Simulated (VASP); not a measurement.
# LiH (Fm-3m) in VASP: settings compared, part 2 of 2

VASP 6.6.1.

### Step 4. Single point, PBE (volume scaled by 0.96)

INCAR reads:

```
SYSTEM = LiH
  PREC = Accurate
  ENCUT = 520
  EDIFF = 1E-6
  ISMEAR = -1
  SIGMA = 0.05
  LREAL = .False.
  LASPH = .True.
  NELM = 80
  ALGO = Normal
  ISIF = 2
  LWAVE = .False.
  LCHARG = .False.
  GGA = PE
  NBANDS = 9
```

KPOINTS reads:

```
regular mesh
0
Gamma
  11 11 11
  0 0 0
```

POSCAR reads:

```
LiH
1.0
    0.0000000000      2.0092229770      2.0092229770
    2.0092229770      0.0000000000      2.0092229770
    2.0092229770      2.0092229770      0.0000000000
Li H
1 1
Direct
    0.0000000000      0.0000000000      0.0000000000
    0.5000000000      0.5000000000      0.5000000000
```

Potentials or basis: VASP PAW PBE potentials, release 64 (Li_sv, H).

The run is started by

```bash
$ cat potpaw_PBE.64/Li_sv/POTCAR potpaw_PBE.64/H/POTCAR > POTCAR
$ mpirun -np 1 vasp_std > vasp.out
```

OUTCAR:

```text
SYSTEM = LiH
   PREC = Accurate
   ENCUT = 520
   EDIFF = 1E-6
   ISMEAR = -1
   LREAL = .False.
   LASPH = .True.
   NELM = 80
   ISIF = 2
   GGA = PE

 ion  position               nearest neighbor table
   1  0.000  0.000  0.000-
   2  0.500  0.500  0.500-

  LATTYP: Found a face centered cubic cell.
 ALAT       =     4.0184459540

  Lattice vectors:

 A1 = (   0.0000000000,   2.0092229770,   2.0092229770)
 A2 = (   2.0092229770,   0.0000000000,   2.0092229770)
 A3 = (   2.0092229770,   2.0092229770,   0.0000000000)

Analysis of symmetry for initial positions (statically):
=====================================================================
 Subroutine PRICEL returns:
 Original cell was already a primitive cell.

 Routine SETGRP: Setting up the symmetry group for a
 face centered cubic supercell.

 Subroutine GETGRP returns: Found 48 space group operations
 (whereof 48 operations were pure point group operations)
 out of a pool of 48 trial point group operations.

The static configuration has the point symmetry O_h .

Analysis of symmetry for dynamics (positions and initial velocities):
=====================================================================
 Subroutine PRICEL returns:
 Original cell was already a primitive cell.

 Routine SETGRP: Setting up the symmetry group for a
 face centered cubic supercell.

 Subroutine GETGRP returns: Found 48 space group operations
 (whereof 48 operations were pure point group operations)
 out of a pool of 48 trial point group operations.

The dynamic configuration has the point symmetry O_h .

 Subroutine INISYM returns: Found 48 space group operations
 (whereof 48 operations are pure point group operations),
 and found     1 'primitive' translations

----------------------------------------------------------------------------------------
[... 115 lines left out ...]
  Fermi-wavevector in a.u.,A,eV,Ry     =   1.026573  1.939943 14.338541  1.053853
  Thomas-Fermi vector in A             =   2.160473
   LORBIT       =      0    0 simple, 1 ext, 2 COOP (PROOUT), +10 PAW based schemes
   GGA     = PE    functional components
   LHFCALC =     F    Hartree Fock is set to
   AEXX    =    0.0000 exact exchange contribution
   IVDW    =     0    specifies the selected vdW correction
   LEPSILON=     F    determine dielectric tensor
   LRPA    =     F    only Hartree local field effects (RPA)
 non-spin polarized calculation
  energy-cutoff  :      520.00
  volume of cell :       16.22
 maximum number of plane-waves:       448
 NGX is ok and might be reduce to    24
   NGX = 11   NGY = 11   NGZ = 11

 number of electron       3.9999995 magnetization

 Free energy of the ion-electron system (eV)
  ---------------------------------------------------
  ext. energy  EPLUGINS =         0.00000000
  ---------------------------------------------------
  free energy    TOTEN  =        -6.12691347 eV

  energy without entropy =       -6.12691347  energy(sigma->0) =       -6.12691347

 E-fermi :   1.1460     XC(G=0):  -8.4878

 val. band max:        0.0136089174   @ k =  -0.4545   0.4545   0.0000
 cond. band min:       3.1925374866   @ k =  -0.4545   0.4545   0.0000
 fundamental gap:      3.1789285691
 Fermi energy:         1.1459522057

 k-point     1 :       0.0000    0.0000    0.0000
  band No.  band energies     occupation
      1     -44.2410      2.00000
      2      -5.3482      2.00000
      3      16.0580      0.00000
      4      17.8723      0.00000
      5      17.8723      0.00000
      6      17.8723      0.00000
      7      22.5741      0.00000
      8      22.5741      0.00000
      9      22.5741      0.00000
[... 265 lines left out ...]
 k-point    24 :      -0.1818    0.1818    0.0000
  band No.  band energies     occupation
      1     -44.2113      2.00000
      2      -3.8306      2.00000
      3      10.2659      0.00000
      4      10.3545      0.00000
      5      16.1408      0.00000
      6      17.6156      0.00000
      7      21.4881      0.00000
      8      23.3858      0.00000
      9      25.0337      0.00000

 [... further k-points ...]

------------------------ aborting loop because EDIFF is reached ----------------------------------------

  FORCE on cell =-STRESS in cart. coord.  units (eV):
  Direction    XX          YY          ZZ          XY          YZ          ZX
  --------------------------------------------------------------------------------------
  -------------------------------------------------------------------------------------
  Total       -0.0561927     -0.0561927     -0.0561927      0.0000000      0.0000000      0.0000000
  in kB       -5.5497845     -5.5497845     -5.5497845      0.0000000      0.0000000      0.0000000
  external PRESSURE =      -5.5497845 kB  Pullay stress =       0.0000000 kB

 VOLUME and BASIS-vectors are now :
 -----------------------------------------------------------------------------
  energy-cutoff  :      520.00
  volume of cell :       16.22
      direct lattice vectors                 reciprocal lattice vectors
     0.000000000  2.009222977  2.009222977    -0.248852420  0.248852420  0.248852420
     2.009222977  0.000000000  2.009222977     0.248852420 -0.248852420  0.248852420
     2.009222977  2.009222977  0.000000000     0.248852420  0.248852420 -0.248852420

 POSITION                                       TOTAL-FORCE (eV/Angst)
 -----------------------------------------------------------------------------------
      0.00000      0.00000      0.00000        -0.000000     -0.000000      0.000000
      2.00922      2.00922      2.00922         0.000000      0.000000     -0.000000
 -----------------------------------------------------------------------------------
    total drift:                                0.000000     -0.000000     -0.000000

  FREE ENERGIE OF THE ION-ELECTRON SYSTEM (eV)
  ---------------------------------------------------
  free  energy   TOTEN  =        -6.1269134741 eV

  energy  without entropy=       -6.1269134741  energy(sigma->0) =       -6.12691347
```

OSZICAR:

```text
N       E                     dE             d eps       ncg     rms          rms(c)
DAV:   1    -0.200936527017E+01   -0.20094E+01   -0.15133E+03  1032   0.400E+02
DAV:   2    -0.630411535218E+01   -0.42948E+01   -0.42648E+01  1357   0.521E+01
DAV:   3    -0.636876409902E+01   -0.64649E-01   -0.64620E-01  1206   0.549E+00
DAV:   4    -0.636905865543E+01   -0.29456E-03   -0.29452E-03  1419   0.351E-01
DAV:   5    -0.636905936497E+01   -0.70953E-06   -0.70951E-06  1241   0.132E-02    0.287E+00
DAV:   6    -0.618627180698E+01    0.18279E+00   -0.14852E-01  1120   0.119E+00    0.144E+00
DAV:   7    -0.612516618147E+01    0.61106E-01   -0.19099E-01  1189   0.154E+00    0.219E-01
DAV:   8    -0.612698303379E+01   -0.18169E-02   -0.45373E-03  1238   0.435E-01    0.423E-02
DAV:   9    -0.612691908912E+01    0.63945E-04   -0.15043E-04  1313   0.474E-02    0.702E-03
DAV:  10    -0.612691420587E+01    0.48832E-05   -0.62439E-06  1175   0.179E-02    0.231E-03
DAV:  11    -0.612691347410E+01    0.73177E-06   -0.16320E-07   707   0.199E-03
   1 F= -.61269135E+01 E0= -.61269135E+01  d E =-.344806E-11
```

It took 12 s on 1 thread of Intel Xeon 6975P-C, shared host; peak memory 0.13 GiB.

What came out:

| Quantity | Value |
| --- | --- |
| Free energy | -6.1269 eV |
| Band gap on the k mesh | 3.18 eV, direct |

Caveat: the cutoff is under 1.25 times the usual one of these potentials, so pressure, stress and relaxed cells hold a basis-set (Pulay) error.

### Step 5. Single point, PBE (volume scaled by 0.98)

INCAR reads:

```
SYSTEM = LiH
PREC = Accurate ; ENCUT = 520
EDIFF = 1E-6 ; ISMEAR = -1
SIGMA = 0.05 ; LREAL = .FALSE.
LASPH = .TRUE. ; NELM = 60
ALGO = Normal ; ISIF = 2
LWAVE = .FALSE. ; LCHARG = .TRUE.
GGA = PE ; LELF = .TRUE.
LVHAR = .TRUE. ; NBANDS = 9
```

KPOINTS reads:

```
Automatic mesh
0
G
  11 11 11
  0 0 0
```

POSCAR reads:

```
LiH
1.0
    0.0000000000      2.0230801250      2.0230801250
    2.0230801250      0.0000000000      2.0230801250
    2.0230801250      2.0230801250      0.0000000000
Li H
1 1
Direct
    0.0000000000      0.0000000000      0.0000000000
    0.5000000000      0.5000000000      0.5000000000
```

Potentials or basis: VASP PAW PBE potentials, release 64 (Li_sv, H).

The run is started by

```bash
$ cat potpaw_PBE.64/Li_sv/POTCAR potpaw_PBE.64/H/POTCAR > POTCAR
$ mpirun -np 1 vasp_std > vasp.out
```

OUTCAR:

```text
SYSTEM = LiH
   PREC = Accurate
   ENCUT = 520
   EDIFF = 1E-6
   ISMEAR = -1
   LREAL = .FALSE.
   LASPH = .TRUE.
   NELM = 60
   ISIF = 2
   GGA = PE

 ion  position               nearest neighbor table
   1  0.000  0.000  0.000-
   2  0.500  0.500  0.500-

  LATTYP: Found a face centered cubic cell.
 ALAT       =     4.0461602500

  Lattice vectors:

 A1 = (   0.0000000000,   2.0230801250,   2.0230801250)
 A2 = (   2.0230801250,   0.0000000000,   2.0230801250)
 A3 = (   2.0230801250,   2.0230801250,   0.0000000000)

Analysis of symmetry for initial positions (statically):
=====================================================================
 Subroutine PRICEL returns:
 Original cell was already a primitive cell.

 Routine SETGRP: Setting up the symmetry group for a
 face centered cubic supercell.

 Subroutine GETGRP returns: Found 48 space group operations
 (whereof 48 operations were pure point group operations)
 out of a pool of 48 trial point group operations.

The static configuration has the point symmetry O_h .

[... 165 lines left out ...]
 Fermi energy:         1.0446794233

 k-point     1 :       0.0000    0.0000    0.0000
  band No.  band energies     occupation
      1     -44.3565      2.00000
      2      -5.3646      2.00000
      3      15.6890      0.00000
      4      17.5692      0.00000
      5      17.5692      0.00000
      6      17.5692      0.00000
      7      22.2333      0.00000
      8      22.2333      0.00000
      9      22.2333      0.00000
[... 265 lines left out ...]
 k-point    24 :      -0.1818    0.1818    0.0000
  band No.  band energies     occupation
      1     -44.3288      2.00000
      2      -3.8594      2.00000
      3      10.0342      0.00000
      4      10.1718      0.00000
      5      15.8447      0.00000
      6      17.3188      0.00000
      7      21.1502      0.00000
      8      23.0238      0.00000
      9      24.6594      0.00000

 [... further k-points ...]

------------------------ aborting loop because EDIFF is reached ----------------------------------------

  FORCE on cell =-STRESS in cart. coord.  units (eV):
  Direction    XX          YY          ZZ          XY          YZ          ZX
  --------------------------------------------------------------------------------------
  -------------------------------------------------------------------------------------
  Total       -0.1283586     -0.1283586     -0.1283586      0.0000000     -0.0000000      0.0000000
  in kB      -12.4184219    -12.4184219    -12.4184219      0.0000000     -0.0000000      0.0000000
  external PRESSURE =     -12.4184219 kB  Pullay stress =       0.0000000 kB

 VOLUME and BASIS-vectors are now :
 -----------------------------------------------------------------------------
  energy-cutoff  :      520.00
  volume of cell :       16.56
      direct lattice vectors                 reciprocal lattice vectors
     0.000000000  2.023080125  2.023080125    -0.247147898  0.247147898  0.247147898
     2.023080125  0.000000000  2.023080125     0.247147898 -0.247147898  0.247147898
     2.023080125  2.023080125  0.000000000     0.247147898  0.247147898 -0.247147898

 POSITION                                       TOTAL-FORCE (eV/Angst)
 -----------------------------------------------------------------------------------
      0.00000      0.00000      0.00000        -0.000000     -0.000000      0.000000
      2.02308      2.02308      2.02308         0.000000      0.000000     -0.000000
 -----------------------------------------------------------------------------------
    total drift:                                0.000000     -0.000000     -0.000000

  FREE ENERGIE OF THE ION-ELECTRON SYSTEM (eV)
  ---------------------------------------------------
  free  energy   TOTEN  =        -6.1255458695 eV

  energy  without entropy=       -6.1255458695  energy(sigma->0) =       -6.12554587
```

OSZICAR:

```text
N       E                     dE             d eps       ncg     rms          rms(c)
DAV:   1    -0.229957551707E+01   -0.22996E+01   -0.14702E+03  1008   0.408E+02
DAV:   2    -0.631049359421E+01   -0.40109E+01   -0.39855E+01  1421   0.527E+01
DAV:   3    -0.636630390046E+01   -0.55810E-01   -0.55793E-01  1231   0.507E+00
DAV:   4    -0.636659766117E+01   -0.29376E-03   -0.29373E-03  1344   0.320E-01
DAV:   5    -0.636659900903E+01   -0.13479E-05   -0.13479E-05  1266   0.180E-02    0.286E+00
DAV:   6    -0.618418317143E+01    0.18242E+00   -0.15011E-01  1124   0.119E+00    0.143E+00
DAV:   7    -0.612376273789E+01    0.60420E-01   -0.19196E-01  1169   0.153E+00    0.220E-01
DAV:   8    -0.612562070631E+01   -0.18580E-02   -0.45945E-03  1203   0.438E-01    0.442E-02
DAV:   9    -0.612555083933E+01    0.69867E-04   -0.16485E-04  1275   0.482E-02    0.736E-03
DAV:  10    -0.612554657715E+01    0.42622E-05   -0.71784E-06  1227   0.193E-02    0.255E-03
DAV:  11    -0.612554586950E+01    0.70766E-06   -0.19105E-07   756   0.214E-03
   1 F= -.61255459E+01 E0= -.61255459E+01  d E =-.410953E-11
```

Run time: 13 s. Hardware: 1 thread of Intel Xeon 6975P-C, shared host; peak memory 0.13 GiB.

What came out:

```yaml
Free_energy: -6.1255 eV
Band_gap_on_the_k_mesh: 3.19 eV, direct
```

Levels at points of the mesh, in eV from the valence-band top:
```tsv
k point	band 1	band 2	band 3	band 4	band 5	band 6
(0.00, 0.00, 0.00)	-44.28	-5.29	15.77	17.65	17.65	17.65
```

Caveat: the cutoff is under 1.25 times the usual one of these potentials, so pressure, stress and relaxed cells hold a basis-set (Pulay) error. A k mesh can miss the band edges.

### Step 6. Summary

| level | potentials or basis | cell | k mesh | smearing | gap on the mesh (eV) |
| --- | --- | --- | --- | --- | --- |
| r2SCAN | VASP PAW PBE potentials, release 64 (Li_sv, H) | a = 2.880 Å, angles 60.0°, 2 atoms | 10 × 10 × 10 | gaussian 0.01 eV | 3.61 |
| LDA | VASP PAW LDA potentials, release 64 (Li_sv, H) | a = 2.880 Å, angles 60.0°, 2 atoms | 11 × 11 × 11 | fermi-dirac 0.05 eV | 2.84 |
| PBE | VASP PAW PBE potentials, release 64 (Li_sv, H) | a = 2.841 Å, angles 60.0°, 2 atoms | 11 × 11 × 11 | fermi-dirac 0.05 eV | 3.18 |
| PBE | VASP PAW PBE potentials, release 64 (Li_sv, H) | a = 2.861 Å, angles 60.0°, 2 atoms | 11 × 11 × 11 | fermi-dirac 0.05 eV | 3.19 |

Alike in all rows: task single point; no spin polarisation; cutoff (eV) 520.

Caveats: the cutoff is under 1.25 times the usual one of these potentials, so pressure, stress and relaxed cells hold a basis-set (Pulay) error; the PAW data sets were made with another functional, which shifts forces and pressure a little (some runs).

Absolute energies hang on the potentials; compare differences alone.
